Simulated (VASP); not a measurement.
Al5BAs6, 12 atoms in the cell. The structure is trigonal, space group P31m (No. 157). The conventional cell has a = 6.809 Å, b = 6.809 Å, c = 6.463 Å, α = 90.00°, β = 90.00°, γ = 120.00°. Al (site symmetry 3) has 4 As at 2.47 to 2.53 Å within 3.3 Å. Within 3.2 Å of Al (site symmetry m) lie 4 As at 2.44 to 2.49 Å. B (site symmetry 3m) has 4 As at 2.13 Å within 2.8 Å. Within 3.2 Å of As (site symmetry 3) lie 4 Al at 2.44 to 2.47 Å. As (site symmetry 3m) has 1 B at 2.13 Å and 3 Al at 2.45 Å within 2.8 Å. As (site symmetry m) has 1 B at 2.13 Å and 3 Al at 2.49 to 2.53 Å within 2.8 Å. 

* Program: VASP 6.6.1
* Task: single point
* Functional: PBE
* Potentials or basis: VASP PAW PBE potentials, release 64 (Al, B, As)
* Cutoff: 520 eV
* k mesh: 3 × 3 × 4
* Occupations: gaussian, width 0.1 eV
* Spin: no spin polarisation
* Dipole correction: no
* Further INCAR settings: ALGO = Normal; EDIFF = 1e-06; NBANDS = 36

Potentials or basis: VASP PAW PBE potentials, release 64 (Al, B, As).

The run is started by

```sh
$ cat potpaw_PBE.64/Al/POTCAR potpaw_PBE.64/B/POTCAR potpaw_PBE.64/As/POTCAR > POTCAR
$ mpirun -np 1 vasp_std > vasp.out
```

Hardware: 1 thread of Intel(R) Xeon(R) 6975P-C (Granite Rapids) (shared host).

Q: Estimate the wall time of this run.

A: Run time: 54 s on 1 thread of Intel(R) Xeon(R) 6975P-C (Granite Rapids), on a shared host, peak memory 0.4 GiB. Counts: scf iterations 15, k points 10.
